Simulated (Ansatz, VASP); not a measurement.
# One calculation of CaIn2As2, two programs

The input POSCAR:

```
CaIn2As2
1.0
    4.1747080000      0.0000000000      0.0000000000
   -2.0873540000      3.6154070000      0.0000000000
    0.0000000000      0.0000000000     17.8392750000
In As Ca
4 4 2
Direct
    0.3333300000      0.6666700000      0.1719800000
    0.6666700000      0.3333300000      0.6719800000
    0.3333300000      0.6666700000      0.3280200000
    0.6666700000      0.3333300000      0.8280200000
    0.3333300000      0.6666700000      0.6036200000
    0.6666700000      0.3333300000      0.1036200000
    0.3333300000      0.6666700000      0.8963800000
    0.6666700000      0.3333300000      0.3963800000
    0.0000000000      0.0000000000      0.0000000000
    0.0000000000      0.0000000000      0.5000000000
```

File INCAR.step1:

```
  PREC = Accurate
  ENCUT = 520
  ISMEAR = -1
  SIGMA = 0.1
  LREAL = False
  LASPH = True
  NELM = 100
  NBANDS = 57
  GGA = PE
  ALGO = Normal
  EDIFF = 1E-4
  LWAVE = True
  LCHARG = False
  KPAR = 4
```

Contents of INCAR.step2:

```
  PREC = Accurate
  ENCUT = 520
  EDIFF = 1E-6
  ISMEAR = -1
  SIGMA = 0.1
  LREAL = False
  LASPH = True
  NELM = 100
  ALGO = Normal
  ISIF = 2
  LWAVE = False
  LCHARG = False
  METAGGA = R2SCAN
  LMIXTAU = True
  NBANDS = 57
  ISTART = 1
  KPAR = 4
```

KPOINTS

```
regular mesh
0
Gamma
  9 9 2
```

Input for Ansatz:

```yaml
crystal:
  lattice:
    - [4.174708, 0.0, 0.0]
    - [-2.087354, 3.615407, 0.0]
    - [0.0, 0.0, 17.839275]
  atoms:
    - { symbol: In, position: [0.33333, 0.66667, 0.17198] }
    - { symbol: In, position: [0.66667, 0.33333, 0.67198] }
    - { symbol: In, position: [0.33333, 0.66667, 0.32802] }
    - { symbol: In, position: [0.66667, 0.33333, 0.82802] }
    - { symbol: As, position: [0.33333, 0.66667, 0.60362] }
    - { symbol: As, position: [0.66667, 0.33333, 0.10362] }
    - { symbol: As, position: [0.33333, 0.66667, 0.89638] }
    - { symbol: As, position: [0.66667, 0.33333, 0.39638] }
    - { symbol: Ca, position: [0.0, 0.0, 0.0] }
    - { symbol: Ca, position: [0.0, 0.0, 0.5] }
  symmetry: { tolerance: 0.0003 }
kpoints:
  mp_grid: { grid: [9, 9, 2], shift: [0, 0, 0] }
  band_path:
    path:
      - [0.0, 0.0, 0.0]
      - [0.5, 0.0, 0.0]
      - [0.33333333, 0.33333333, 0.0]
      - [0.0, 0.0, 0.0]
      - [0.0, 0.0, 0.5]
      - [0.5, 0.0, 0.5]
      - [0.33333333, 0.33333333, 0.5]
      - [0.0, 0.0, 0.5]
      - [0.5, 0.0, 0.5]
      - [0.5, 0.0, 0.0]
      - [0.33333333, 0.33333333, 0.5]
    npoints: 6
magnetization:
  spin_polarized: false
scf:
  occupations: { method: fermi_dirac }
  lower_state_search: "off"
  max_iter: 200
hamiltonian:
  pseudopotentials: { kind: paw }
  xc: r2scan
basis:
  ecutwfc: 500
  fft_grid_basis: typed
output:
  forces: true
  stress: true
  eigenvalues: true
  bader: true
  populations: true
  elf: true
  write_potential: true
  volumetric_format: npy
  dos:
    e_range: [-12, 8]
    de: 0.05
    projected: { site_lists: { As: [As], Ca: [Ca], In: [In] } }
checkpoint:
  read: saved_state
```

Alike in both runs: task single point; functional r2SCAN; k mesh 9 × 9 × 2; no spin polarisation.

|  | VASP | Ansatz |
| --- | --- | --- |
| version | VASP 6.6.1 | Ansatz 0.2.0 |
| potentials or method | VASP PAW PBE potentials, release 64 (In_d, As, Ca_sv), cutoff 520 eV | PAW plane waves |
| occupations | fermi-dirac, width 0.1 eV | fermi-dirac |
| valence electrons in the cell | 92 | 132 |

|  | VASP | Ansatz | Ansatz less VASP |
| --- | --- | --- | --- |
| pressure (GPa) | 0.0 | -0.1 | -0.09 |
| rms of the force components (eV/Å) | 0.031 | 0.035 | +0.0044 |

VASP's potentials were made for PBE, not for r2SCAN. Atom by atom the forces differ by 0.004 eV/Å (rms over components). VASP's potentials hold 92 valence electrons a cell and Ansatz's 132, so a difference there can come from the potentials and not from the codes. Ansatz's warnings: structure snapped to symmetry.
